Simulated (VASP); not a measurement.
Crystal: Si2Mo.

```xyz
9
Lattice="4.5855 0.0000 0.0000 -2.2927 3.9711 0.0000 0.0000 0.0000 6.5798" Properties=species:S:1:pos:R:3 pbc="T T T"
Mo    1.1464    1.9856    5.4831
Mo   -1.1464    1.9856    1.0966
Mo    2.2927    0.0000    3.2899
Si    0.0000    1.3015    3.2899
Si    1.1656    3.3204    1.0966
Si    3.4583    0.6508    5.4831
Si    2.2927    2.6696    3.2899
Si    1.1272    0.6508    1.0966
Si   -1.1656    3.3204    5.4831
```

Base run:

- Program: VASP 6.6.1
- Functional: PBEsol
- Potentials or basis: VASP PAW PBE potentials, release 64 (Mo_sv, Si)
- Cutoff: 520 eV
- k mesh: 7 × 7 × 4
- Occupations: fermi-dirac, width 0.05 eV
- Spin: no spin polarisation

Its results: band gap on the k mesh 0.26 eV, indirect (least direct gap 0.62 eV); pressure -1.1 GPa; largest force 0.039 eV/Å.

Question: The run is repeated on the same cell with these changes: dispersion from none to D3(BJ). What comes out?

Answer: Band gap on the k mesh 0.26 eV, indirect (least direct gap 0.62 eV); pressure -7.6 GPa; largest force 0.040 eV/Å.

Dispersion adds attraction, which lowers the pressure at fixed volume and, as a term added to the energy, leaves the levels alone.

Caveats: the PAW data sets were made with another functional, which shifts forces and pressure a little; three body term missing (some runs).

A k mesh can miss the band edges.
